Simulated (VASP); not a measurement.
# Cu2SnO (P4/mmm) in VASP: single point with PBE

Aim: the single point of Cu2SnO with PBE.

All numbers are computed with VASP 6.6.1; they aren't measurements. Logs are shortened: lines on timing, memory, paths and dates and some standing lists are left out, and cuts for length are marked.

## 1. The cell of the first run

It takes space group P4/mmm (No. 123, tetragonal). The conventional cell has a = 4.242 Å, b = 4.242 Å, c = 4.003 Å, α = 90.00°, β = 90.00°, γ = 90.00°. Cu (site symmetry mmm) has 2 O at 2.12 Å within 2.8 Å. Within 3.8 Å of Sn (site symmetry 4/mmm) lie 8 Cu at 2.92 Å and 8 O at 3.61 Å. O (site symmetry 4/mmm) has 4 Cu at 2.12 Å within 2.8 Å.

The cell was generated, and may not be a known phase.

## 2. Single point, PBE, collinear spin

INCAR

```
PREC = Accurate
ENCUT = 520
EDIFF = 1E-7
ISMEAR = 0
SIGMA = 0.1
LREAL = F
LASPH = T
NELM = 150
ALGO = Normal
ISIF = 2
LWAVE = F
LCHARG = F
ISPIN = 2
MAGMOM = 1 1 0 0
LORBIT = 11
LMAXMIX = 4
GGA = PE
NBANDS = 33
```

KPOINTS

```
Automatic mesh
0
Gamma
  4 4 4
```

POSCAR

```
Cu2SnO
1.0
    4.2420829900      0.0000000000      0.0000000000
    0.0000000000      4.2420829900      0.0000000000
    0.0000000000      0.0000000000      4.0027800100
Cu Sn O
2 1 1
Direct
    0.0000000000      0.5000000000      0.5000000000
    0.5000000000      0.0000000000      0.5000000000
    0.0000000000      0.0000000000      0.0000000000
    0.5000000000      0.5000000000      0.5000000000
```

Potentials or basis: VASP PAW PBE potentials, release 64 (Cu, Sn_d, O).

On the command line:

```console
cat potpaw_PBE.64/Cu/POTCAR potpaw_PBE.64/Sn_d/POTCAR potpaw_PBE.64/O/POTCAR > POTCAR
mpirun -np 1 vasp_std > vasp.out
```

OUTCAR:

```text
PREC = Accurate
   ENCUT = 520
   EDIFF = 1E-7
   ISMEAR = 0
   LREAL = F
   LASPH = T
   NELM = 150
   ISIF = 2
   ISPIN = 2
   LORBIT = 11
   GGA = PE

 ion  position               nearest neighbor table
   1  0.000  0.500  0.500-   4 2.12   4 2.12   3 2.92   3 2.92   3 2.92   3 2.92
   2  0.500  0.000  0.500-   4 2.12   4 2.12   3 2.92   3 2.92   3 2.92   3 2.92
   3  0.000  0.000  0.000-   1 2.92   2 2.92   1 2.92   2 2.92   1 2.92   1 2.92   2 2.92   2 2.92

   4  0.500  0.500  0.500-   1 2.12   2 2.12   2 2.12   1 2.12

  LATTYP: Found a simple tetragonal cell.
 ALAT       =     4.2420829900
 C/A-ratio  =     0.9435883314

  Lattice vectors:

 A1 = (   4.2420829900,   0.0000000000,   0.0000000000)
 A2 = (   0.0000000000,   4.2420829900,   0.0000000000)
 A3 = (   0.0000000000,   0.0000000000,   4.0027800100)

Analysis of symmetry for initial positions (statically):
=====================================================================
 Subroutine PRICEL returns:
 Original cell was already a primitive cell.

 Routine SETGRP: Setting up the symmetry group for a
 simple tetragonal supercell.

 Subroutine GETGRP returns: Found 16 space group operations
 (whereof 16 operations were pure point group operations)
 out of a pool of 16 trial point group operations.

The static configuration has the point symmetry D_4h.

Analysis of symmetry for dynamics (positions and initial velocities):
=====================================================================
 Subroutine PRICEL returns:
 Original cell was already a primitive cell.

 Routine SETGRP: Setting up the symmetry group for a
 simple tetragonal supercell.

 Subroutine GETGRP returns: Found 16 space group operations
 (whereof 16 operations were pure point group operations)
 out of a pool of 16 trial point group operations.

The dynamic configuration has the point symmetry D_4h.

Analysis of structural, dynamic, and magnetic symmetry:
=====================================================================
 Subroutine PRICEL returns:
 Original cell was already a primitive cell.

 Routine SETGRP: Setting up the symmetry group for a
 simple tetragonal supercell.

 Subroutine GETGRP returns: Found 16 space group operations
 (whereof 16 operations were pure point group operations)
 out of a pool of 16 trial point group operations.

The overall configuration has the point symmetry D_4h.

 Subroutine INISYM returns: Found 16 space group operations
 (whereof 16 operations are pure point group operations),
 and found     1 'primitive' translations

----------------------------------------------------------------------------------------

                                     Primitive cell

  volume of cell :      72.0311

  direct lattice vectors                    reciprocal lattice vectors
     4.242082990  0.000000000  0.000000000     0.235733248  0.000000000  0.000000000
     0.000000000  4.242082990  0.000000000     0.000000000  0.235733248  0.000000000
     0.000000000  0.000000000  4.002780010     0.000000000  0.000000000  0.249826370

  length of vectors
     4.242082990  4.242082990  4.002780010     0.235733248  0.235733248  0.249826370

  position of ions in fractional coordinates (direct lattice)
     0.000000000  0.500000000  0.500000000
     0.500000000  0.000000000  0.500000000
     0.000000000  0.000000000  0.000000000
     0.500000000  0.500000000  0.500000000

  ion indices of the primitive-cell ions
   primitive index   ion index
                 1           1
                 2           2
                 3           3
                 4           4

----------------------------------------------------------------------------------------

 KPOINTS: Automatic mesh

Automatic generation of k-mesh.
 Grid dimensions read from file:
 generate k-points for:    4    4    4

 Generating k-lattice:

  Cartesian coordinates                     Fractional coordinates (reciprocal lattice)
     0.058933312  0.000000000  0.000000000     0.250000000  0.000000000  0.000000000
     0.000000000  0.058933312  0.000000000     0.000000000  0.250000000  0.000000000
     0.000000000  0.000000000  0.062456593     0.000000000  0.000000000  0.250000000

  Length of vectors
     0.058933312  0.058933312  0.062456593

  Shift w.r.t. Gamma in fractional coordinates (k-lattice)
     0.000000000  0.000000000  0.000000000

 Subroutine IBZKPT returns following result:
 ===========================================

 Found     18 irreducible k-points:

 Following reciprocal coordinates:
            Coordinates               Weight
  0.000000  0.000000  0.000000      1.000000
  0.250000  0.000000  0.000000      4.000000
  0.500000  0.000000  0.000000      2.000000
  0.250000  0.250000  0.000000      4.000000
  0.500000  0.250000  0.000000      4.000000
  0.500000  0.500000  0.000000      1.000000
[... 10 lines left out ...]
  0.500000  0.250000  0.500000      4.000000
  0.500000  0.500000  0.500000      1.000000
   k-points           NKPTS =     18   k-points in BZ     NKDIM =     18   number of bands    NBANDS=     33
   number of dos      NEDOS =    301   number of ions     NIONS =      4
   total plane-waves  NPLWV =  30720
   dimension x,y,z NGX =    32 NGY =   32 NGZ =   30
   dimension x,y,z NGXF=    64 NGYF=   64 NGZF=   60
   ions per type =               2   1   1
   NGX,Y,Z   is equivalent  to a cutoff of  12.54, 12.54, 12.46 a.u.
   NGXF,Y,Z  is equivalent  to a cutoff of  25.08, 25.08, 24.92 a.u.
 SYSTEM =  unknown system
   PREC   = accura    normal or accurate (medium, high low for compatibility)
   ISTART =      0    job   : 0-new  1-cont  2-samecut
   ICHARG =      2    charge: 1-file 2-atom 10-const
   ISPIN  =      2    spin polarized calculation?
   LNONCOLLINEAR =      F non collinear calculations
   LSORBIT =      F    spin-orbit coupling
   LASPH  =      T    aspherical Exc in radial PAW
   ENCUT  =  520.0 eV  38.22 Ry    6.18 a.u.   7.89  7.89  7.44*2*pi/ulx,y,z
   NELM   =    150;   NELMIN=  2; NELMDL= -5     # of ELM steps
   EDIFF  = 0.1E-06   stopping-criterion for ELM
   LREAL  =      F    real-space projection
   EDIFFG = 0.1E-05   stopping-criterion for IOM
   NSW    =      0    number of steps for IOM
   IBRION =     -1    ionic relax: 0-MD 1-quasi-New 2-CG
   NFREE  =      0    steps in history (QN), initial steepest desc. (CG)
   ISIF   =      2    stress and relaxation
   ISYM   =      2    0-nonsym 1-usesym 2-fastsym
   POTIM  = 0.5000    time-step for ionic-motion
   TEBEG  =    0.0;   TEEND  =   0.0 temperature during run
   PSTRESS=    0.0 pullay stress
   NELECT =      42.0000    total number of electrons
   NUPDOWN=      -1.0000    fix difference up-down
   EMIN   =  10.00;   EMAX   =-10.00  energy-range for DOS
   EFERMI =   0.00;   METHOD = LEGACY
   ISMEAR =     0;   SIGMA  =   0.10  broadening in eV -4-tet -1-fermi 0-gaus
   EFERMI_NEDOS =   21; number of points for ismear=-14 and -15
   IALGO  =     38    algorithm
   IMIX   =      4    mixing-type and parameters
     AMIX     =   0.40;   BMIX     =  1.00
     AMIX_MAG =   1.60;   BMIX_MAG =  1.00
  volume/ion in A,a.u.               =      18.01       121.52
  Fermi-wavevector in a.u.,A,eV,Ry     =   1.367680  2.584541 25.450368  1.870549
  Thomas-Fermi vector in A             =   2.493711
   LORBIT       =     11    0 simple, 1 ext, 2 COOP (PROOUT), +10 PAW based schemes
   GGA     = PE    functional components
   LHFCALC =     F    Hartree Fock is set to
   AEXX    =    0.0000 exact exchange contribution
   IVDW    =     0    specifies the selected vdW correction
   LEPSILON=     F    determine dielectric tensor
   LRPA    =     F    only Hartree local field effects (RPA)
 spin polarized calculation
 Gauss-broadening in eV      SIGMA  =   0.10
  energy-cutoff  :      520.00
  volume of cell :       72.03
 maximum number of plane-waves:      1954
 NGX is ok and might be reduce to    32
   NGX = 15   NGY = 15   NGZ = 15

 number of electron      42.0000062 magnetization       0.0011849

 Free energy of the ion-electron system (eV)
  ---------------------------------------------------
  ext. energy  EPLUGINS =         0.00000000
  ---------------------------------------------------
  free energy    TOTEN  =       -16.24531470 eV

  energy without entropy =      -16.22564650  energy(sigma->0) =      -16.23548060

 E-fermi :   4.8883     XC(G=0): -10.2908

 val. band max:        4.8797868944   @ k =   0.5000   0.2500   0.2500
 cond. band min:       4.9380913649   @ k =   0.5000   0.2500   0.0000
 fundamental gap:      0.0583044705
 Fermi energy:         4.8883098926

 spin component 1

 k-point     1 :       0.0000    0.0000    0.0000
  band No.  band energies     occupation
      1     -16.4807      1.00000
      2     -16.4493      1.00000
      3     -16.4397      1.00000
      4     -16.4397      1.00000
      5     -16.4332      1.00000
      6     -12.8198      1.00000
[... 637 lines left out ...]
     32      19.6527      0.00000
     33      20.4767      0.00000
 Fermi energy:         4.8883098926

 spin component 2

 k-point     1 :       0.0000    0.0000    0.0000
  band No.  band energies     occupation
      1     -16.4807      1.00000
      2     -16.4493      1.00000
      3     -16.4397      1.00000
      4     -16.4397      1.00000
      5     -16.4331      1.00000
      6     -12.8192      1.00000
[... 637 lines left out ...]
     32      19.6529      0.00000
     33      20.4769      0.00000

------------------------ aborting loop because EDIFF is reached ----------------------------------------

  FORCE on cell =-STRESS in cart. coord.  units (eV):
  Direction    XX          YY          ZZ          XY          YZ          ZX
  --------------------------------------------------------------------------------------
  -------------------------------------------------------------------------------------
  Total       -5.5068324     -5.5068324     -1.6846152      0.0000000      0.0000000      0.0000000
  in kB     -122.4876779   -122.4876779    -37.4706522      0.0000000      0.0000000      0.0000000
  external PRESSURE =     -94.1486694 kB  Pullay stress =       0.0000000 kB

 VOLUME and BASIS-vectors are now :
 -----------------------------------------------------------------------------
  energy-cutoff  :      520.00
  volume of cell :       72.03
      direct lattice vectors                 reciprocal lattice vectors
     4.242082990  0.000000000  0.000000000     0.235733248  0.000000000  0.000000000
     0.000000000  4.242082990  0.000000000     0.000000000  0.235733248  0.000000000
     0.000000000  0.000000000  4.002780010     0.000000000  0.000000000  0.249826370

 POSITION                                       TOTAL-FORCE (eV/Angst)
 -----------------------------------------------------------------------------------
      0.00000      2.12104      2.00139         0.000000      0.000000      0.000000
      2.12104      0.00000      2.00139         0.000000      0.000000      0.000000
      0.00000      0.00000      0.00000         0.000000      0.000000      0.000000
      2.12104      2.12104      2.00139         0.000000      0.000000      0.000000
 -----------------------------------------------------------------------------------
    total drift:                                0.000000      0.000000     -0.000000

  FREE ENERGIE OF THE ION-ELECTRON SYSTEM (eV)
  ---------------------------------------------------
  free  energy   TOTEN  =       -16.2453147047 eV

  energy  without entropy=      -16.2256465013  energy(sigma->0) =      -16.23548060

 total charge

# of ion       s       p       d       tot
------------------------------------------
    1        0.361   0.240   9.177   9.778
    2        0.361   0.240   9.177   9.778
    3        1.264   0.892   9.963  12.119
    4        1.585   3.254   0.000   4.839
--------------------------------------------------
tot          3.570   4.626  28.317  36.514

 magnetization (x)

# of ion       s       p       d       tot
------------------------------------------
    1       -0.000   0.000   0.000   0.000
    2       -0.000   0.000   0.000   0.000
    3       -0.000   0.000  -0.000   0.000
    4        0.000   0.000   0.000   0.000
--------------------------------------------------
tot         -0.000   0.000   0.000   0.001
```

It took 46 s on 1 thread of Intel Xeon 6975P-C (Granite Rapids), shared host; peak memory 0.23 GiB.

Results:

* Free energy: -16.2453 eV
* Pressure: -9.4 GPa
* Band gap on the k mesh: zero (filled and empty bands overlap)
* Net moment: 0.00 μB per cell
* Valence electrons inside the program's atomic spheres: Cu 9.78; Sn 12.12; O 4.84

Caveat: the k points lie up to 0.39 Å⁻¹ apart, too coarse for converged energies and pressures of a metal; spin-orbit coupling is left out, which moves the levels of the heavy elements.

The gap in the log of VASP goes by the Fermi energy; the results here count the filled bands.